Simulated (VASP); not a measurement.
# Al3Cu (P4/mmm) in VASP: notebook

The runs below take Al3Cu through single point, with LDA.

Everything below comes from runs of VASP 6.6.1. Logs are shortened: lines on timing, memory, paths and dates and some standing lists are left out, and cuts for length are marked.

**1. The cell of the first run**

Symmetry: P4/mmm, No. 123, tetragonal system. The conventional cell has a = 4.096 Å, b = 4.096 Å, c = 3.414 Å, α = 90.00°, β = 90.00°, γ = 90.00°. Al (site symmetry mmm) has 10 Al at 2.67 to 3.41 Å and 4 Cu at 2.67 Å within 3.5 Å. Al (site symmetry 4/mmm) has 10 Al at 2.67 to 3.41 Å and 4 Cu at 2.90 Å within 3.5 Å. Within 3.5 Å of Cu (site symmetry 4/mmm) lie 12 Al at 2.67 to 2.90 Å and 2 Cu at 3.41 Å.

**2. Single point, LDA (volume 14.321 Å^3 an atom, c/a of the conventional cell 0.8336)**

File INCAR:

```
  ALGO = Fast
  EDIFF = 1E-6
  ENCUT = 520
  ISIF = 2
  ISMEAR = 0
  LASPH = True
  LCHARG = False
  LREAL = False
  LWAVE = False
  NBANDS = 18
  NELM = 80
  PREC = Accurate
  SIGMA = 0.15
```

File KPOINTS:

```
k-points
0
Gamma
  12 12 12
```

File POSCAR:

```
Al3Cu
1.0
    4.0959842269      0.0000000000      0.0000000000
    0.0000000000      4.0959842269      0.0000000000
    0.0000000000      0.0000000000      3.4144124515
Al Cu
3 1
Direct
    0.0000000000      0.5000000000      0.5000000000
    0.5000000000      0.0000000000      0.5000000000
    0.5000000000      0.5000000000      0.0000000000
    0.0000000000      0.0000000000      0.0000000000
```

Potentials or basis: VASP PAW LDA potentials, release 64 (Al, Cu).

Command:

```
$ cat potpaw_LDA.64/Al/POTCAR potpaw_LDA.64/Cu/POTCAR > POTCAR
$ mpirun -np 1 vasp_std > vasp.out
```

OUTCAR:

```text
EDIFF = 1E-6
   ENCUT = 520
   ISIF = 2
   ISMEAR = 0
   LASPH = True
   LREAL = False
   NELM = 80
   PREC = Accurate

 ion  position               nearest neighbor table
   1  0.000  0.500  0.500-   3 2.67   4 2.67   3 2.67   4 2.67   4 2.67   4 2.67   3 2.67   3 2.67
                             2 2.90   2 2.90   2 2.90   2 2.90
   2  0.500  0.000  0.500-   3 2.67   4 2.67   3 2.67   4 2.67   3 2.67   3 2.67   4 2.67   4 2.67
                             1 2.90   1 2.90   1 2.90   1 2.90
   3  0.500  0.500  0.000-   1 2.67   2 2.67   1 2.67   2 2.67   2 2.67   2 2.67   1 2.67   1 2.67
                             4 2.90   4 2.90   4 2.90   4 2.90
   4  0.000  0.000  0.000-   1 2.67   2 2.67   1 2.67   2 2.67   1 2.67   1 2.67   2 2.67   2 2.67
                             3 2.90   3 2.90   3 2.90   3 2.90

  LATTYP: Found a simple tetragonal cell.
 ALAT       =     4.0959842269
 C/A-ratio  =     0.8336000000

  Lattice vectors:

 A1 = (   4.0959842269,   0.0000000000,   0.0000000000)
 A2 = (   0.0000000000,   4.0959842269,   0.0000000000)
 A3 = (   0.0000000000,   0.0000000000,   3.4144124515)

Analysis of symmetry for initial positions (statically):
=====================================================================
 Subroutine PRICEL returns:
 Original cell was already a primitive cell.

 Routine SETGRP: Setting up the symmetry group for a
 simple tetragonal supercell.

 Subroutine GETGRP returns: Found 16 space group operations
 (whereof 16 operations were pure point group operations)
 out of a pool of 16 trial point group operations.

The static configuration has the point symmetry D_4h.

Analysis of symmetry for dynamics (positions and initial velocities):
=====================================================================
 Subroutine PRICEL returns:
 Original cell was already a primitive cell.

 Routine SETGRP: Setting up the symmetry group for a
 simple tetragonal supercell.

 Subroutine GETGRP returns: Found 16 space group operations
 (whereof 16 operations were pure point group operations)
 out of a pool of 16 trial point group operations.

The dynamic configuration has the point symmetry D_4h.

 Subroutine INISYM returns: Found 16 space group operations
 (whereof 16 operations are pure point group operations),
 and found     1 'primitive' translations

[... 98 lines left out ...]
   EDIFF  = 0.1E-05   stopping-criterion for ELM
   LREAL  =      F    real-space projection
   EDIFFG = 0.1E-04   stopping-criterion for IOM
   NSW    =      0    number of steps for IOM
   IBRION =     -1    ionic relax: 0-MD 1-quasi-New 2-CG
   NFREE  =      0    steps in history (QN), initial steepest desc. (CG)
   ISIF   =      2    stress and relaxation
   ISYM   =      2    0-nonsym 1-usesym 2-fastsym
   POTIM  = 0.5000    time-step for ionic-motion
   TEBEG  =    0.0;   TEEND  =   0.0 temperature during run
   PSTRESS=    0.0 pullay stress
   NELECT =      20.0000    total number of electrons
   NUPDOWN=      -1.0000    fix difference up-down
   EMIN   =  10.00;   EMAX   =-10.00  energy-range for DOS
   EFERMI =   0.00;   METHOD = LEGACY
   ISMEAR =     0;   SIGMA  =   0.15  broadening in eV -4-tet -1-fermi 0-gaus
   EFERMI_NEDOS =   21; number of points for ismear=-14 and -15
   IALGO  =     68    algorithm
   IMIX   =      4    mixing-type and parameters
     AMIX     =   0.40;   BMIX     =  1.00
     AMIX_MAG =   1.60;   BMIX_MAG =  1.00
  volume/ion in A,a.u.               =      14.32        96.64
  Fermi-wavevector in a.u.,A,eV,Ry     =   1.152765  2.178409 18.080324  1.328866
  Thomas-Fermi vector in A             =   2.289413
   LORBIT       =      0    0 simple, 1 ext, 2 COOP (PROOUT), +10 PAW based schemes
   GGA     = CA    functional components
   LHFCALC =     F    Hartree Fock is set to
   AEXX    =    0.0000 exact exchange contribution
   IVDW    =     0    specifies the selected vdW correction
   LEPSILON=     F    determine dielectric tensor
   LRPA    =     F    only Hartree local field effects (RPA)
 non-spin polarized calculation
 RMM-DIIS sequential band-by-band and
 Gauss-broadening in eV      SIGMA  =   0.15
  energy-cutoff  :      520.00
  volume of cell :       57.28
 maximum number of plane-waves:      1565
   NGX = 15   NGY = 15   NGZ = 13

 number of electron      19.9999971 magnetization

 Free energy of the ion-electron system (eV)
  ---------------------------------------------------
  ext. energy  EPLUGINS =         0.00000000
  ---------------------------------------------------
  free energy    TOTEN  =       -17.09758797 eV

  energy without entropy =      -17.08057647  energy(sigma->0) =      -17.08908222

 E-fermi :   8.6143     XC(G=0): -11.1670

 val. band max:        8.6033873707   @ k =   0.5000   0.0833   0.4167
 cond. band min:       8.6174526784   @ k =   0.4167   0.3333   0.2500
 fundamental gap:      0.0140653077
 Fermi energy:         8.6143033330

 k-point     1 :       0.0000    0.0000    0.0000
  band No.  band energies     occupation
      1      -2.8584      2.00000
      2       3.7653      2.00000
      3       4.2063      2.00000
      4       4.8160      2.00000
      5       4.8819      2.00000
      6       4.8819      2.00000
[... 481 lines left out ...]
      5       4.7673      2.00000
      6       4.8007      2.00000
[... 10 lines left out ...]
     17      15.7394      0.00000
     18      16.3398      0.00000

 [... further k-points ...]

------------------------ aborting loop because EDIFF is reached ----------------------------------------

  FORCE on cell =-STRESS in cart. coord.  units (eV):
  Direction    XX          YY          ZZ          XY          YZ          ZX
  --------------------------------------------------------------------------------------
  -------------------------------------------------------------------------------------
  Total       -0.5729251     -0.5729251      2.0837501      0.0000000      0.0000000      0.0000000
  in kB      -16.0241840    -16.0241840     58.2805550      0.0000000      0.0000000      0.0000000
  external PRESSURE =       8.7440623 kB  Pullay stress =       0.0000000 kB

 VOLUME and BASIS-vectors are now :
 -----------------------------------------------------------------------------
  energy-cutoff  :      520.00
  volume of cell :       57.28
      direct lattice vectors                 reciprocal lattice vectors
     4.095984227  0.000000000  0.000000000     0.244141565  0.000000000  0.000000000
     0.000000000  4.095984227  0.000000000     0.000000000  0.244141565  0.000000000
     0.000000000  0.000000000  3.414412452     0.000000000  0.000000000  0.292876158

 POSITION                                       TOTAL-FORCE (eV/Angst)
 -----------------------------------------------------------------------------------
      0.00000      2.04799      1.70721         0.000000      0.000000      0.000000
      2.04799      0.00000      1.70721         0.000000      0.000000      0.000000
      2.04799      2.04799      0.00000         0.000000      0.000000      0.000000
      0.00000      0.00000      0.00000         0.000000      0.000000      0.000000
 -----------------------------------------------------------------------------------
    total drift:                                0.000000     -0.000000     -0.000000

  FREE ENERGIE OF THE ION-ELECTRON SYSTEM (eV)
  ---------------------------------------------------
  free  energy   TOTEN  =       -17.0975879695 eV

  energy  without entropy=      -17.0805764716  energy(sigma->0) =      -17.08908222
```

stdout:

```text
POSCAR found type information on POSCAR AlCu
 POSCAR found :  2 types and       4 ions
 scaLAPACK will be used
 LDA part: xc-table for (Slater(with rela. corr.)+CA(PZ))
 , standard interpolation
 POSCAR, INCAR and KPOINTS ok, starting setup
 FFT: planning ... GRIDC
 FFT: planning ... GRID_SOFT
 FFT: planning ... GRID
 WAVECAR not read
 entering main loop
```

It took 2.9 min on 1 thread of Intel Xeon 6975P-C, shared host; peak memory 0.29 GiB.

Results:

```yaml
Free_energy: -17.0976 eV
Pressure: 0.9 GPa
Band_gap_on_the_k_mesh: zero (band 10 reaches 11.72 eV, above the bottom of band 11 at 6.44 eV)
```

**3. Single point, LDA (volume 14.321 Å^3 an atom, c/a of the conventional cell 1.1996)**

File INCAR:

```
PREC = Accurate ; ENCUT = 520
EDIFF = 1E-7 ; ISMEAR = 0
SIGMA = 0.15 ; LREAL = F
LASPH = T ; NELM = 80
ALGO = Fast ; ISIF = 2
LWAVE = F ; LCHARG = F
NBANDS = 18
```

File KPOINTS:

```
Automatic mesh
0
Gamma
  12 12 12
```

File POSCAR:

```
Al3Cu
1.0
    3.6279839618      0.0000000000      0.0000000000
    0.0000000000      3.6279839618      0.0000000000
    0.0000000000      0.0000000000      4.3521295606
Al Cu
3 1
Direct
    0.0000000000      0.5000000000      0.5000000000
    0.5000000000      0.0000000000      0.5000000000
    0.5000000000      0.5000000000      0.0000000000
    0.0000000000      0.0000000000      0.0000000000
```

Potentials or basis: VASP PAW LDA potentials, release 64 (Al, Cu).

Command:

```
$ cat potpaw_LDA.64/Al/POTCAR potpaw_LDA.64/Cu/POTCAR > POTCAR
$ mpirun -np 1 vasp_std > vasp.out
```

OUTCAR:

```text
PREC = Accurate
   ENCUT = 520
   EDIFF = 1E-7
   ISMEAR = 0
   LREAL = F
   LASPH = T
   NELM = 80
   ISIF = 2

 ion  position               nearest neighbor table
   1  0.000  0.500  0.500-   2 2.57   2 2.57   2 2.57   2 2.57   4 2.83   3 2.83   4 2.83   4 2.83
                             4 2.83   3 2.83   3 2.83   3 2.83
   2  0.500  0.000  0.500-   1 2.57   1 2.57   1 2.57   1 2.57   4 2.83   3 2.83   3 2.83   3 2.83
                             4 2.83   4 2.83   4 2.83   3 2.83
   3  0.500  0.500  0.000-   4 2.57   4 2.57   4 2.57   4 2.57   2 2.83   2 2.83   2 2.83   2 2.83
[... 712 lines left out ...]
  -------------------------------------------------------------------------------------
  Total        3.1813933      3.1813933     -3.2398536      0.0000000      0.0000000      0.0000000
  in kB       88.9806164     88.9806164    -90.6156976      0.0000000      0.0000000      0.0000000
  external PRESSURE =      29.1151784 kB  Pullay stress =       0.0000000 kB

 VOLUME and BASIS-vectors are now :
 -----------------------------------------------------------------------------
  energy-cutoff  :      520.00
  volume of cell :       57.28
      direct lattice vectors                 reciprocal lattice vectors
     3.627983962  0.000000000  0.000000000     0.275635177  0.000000000  0.000000000
     0.000000000  3.627983962  0.000000000     0.000000000  0.275635177  0.000000000
     0.000000000  0.000000000  4.352129561     0.000000000  0.000000000  0.229772571

 POSITION                                       TOTAL-FORCE (eV/Angst)
 -----------------------------------------------------------------------------------
      0.00000      1.81399      2.17606         0.000000      0.000000      0.000000
      1.81399      0.00000      2.17606         0.000000      0.000000      0.000000
      1.81399      1.81399      0.00000         0.000000      0.000000      0.000000
      0.00000      0.00000      0.00000         0.000000      0.000000      0.000000
 -----------------------------------------------------------------------------------
    total drift:                               -0.000000     -0.000000     -0.000000

  FREE ENERGIE OF THE ION-ELECTRON SYSTEM (eV)
  ---------------------------------------------------
  free  energy   TOTEN  =       -17.0074070052 eV

  energy  without entropy=      -16.9907768007  energy(sigma->0) =      -16.99909190
```

OSZICAR:

```text
N       E                     dE             d eps       ncg     rms          rms(c)
DAV:   1     0.742685439867E+02    0.74269E+02   -0.82896E+03  7092   0.116E+03
DAV:   2    -0.151377517505E+02   -0.89406E+02   -0.83012E+02  7218   0.215E+02
[... 11 lines left out ...]
RMM:  14    -0.170074377826E+02   -0.31218E-04   -0.15581E-04 10003   0.138E-01    0.429E-02
RMM:  15    -0.170074047067E+02    0.33076E-04   -0.16902E-04  8992   0.179E-01    0.162E-02
RMM:  16    -0.170074069829E+02   -0.22763E-05   -0.33253E-05 10000   0.424E-02    0.981E-03
RMM:  17    -0.170074072425E+02   -0.25956E-06   -0.45960E-06  9920   0.154E-02    0.593E-03
RMM:  18    -0.170074071124E+02    0.13013E-06   -0.27715E-06  8578   0.235E-02    0.317E-03
RMM:  19    -0.170074069951E+02    0.11730E-06   -0.49529E-07  8034   0.110E-02    0.186E-03
RMM:  20    -0.170074070052E+02   -0.10117E-07   -0.19153E-07  6198   0.335E-03
   1 F= -.17007407E+02 E0= -.16999092E+02  d E =-.166302E-01
```

stdout:

```text
POSCAR found type information on POSCAR AlCu
 POSCAR found :  2 types and       4 ions
 scaLAPACK will be used
 LDA part: xc-table for (Slater(with rela. corr.)+CA(PZ))
 , standard interpolation
 POSCAR, INCAR and KPOINTS ok, starting setup
 FFT: planning ... GRIDC
 FFT: planning ... GRID_SOFT
 FFT: planning ... GRID
 WAVECAR not read
 entering main loop
```

Run time: 2.7 min. Hardware: 1 thread of Intel Xeon 6975P-C, shared host; peak memory 0.29 GiB.

What came out:

| Property | Result |
| --- | --- |
| Free energy | -17.0074 eV |
| Pressure | 2.9 GPa |
| Band gap on the k mesh | zero (band 10 reaches 10.75 eV, above the bottom of band 11 at 6.50 eV) |

(Part 1 of 2 ends here.)
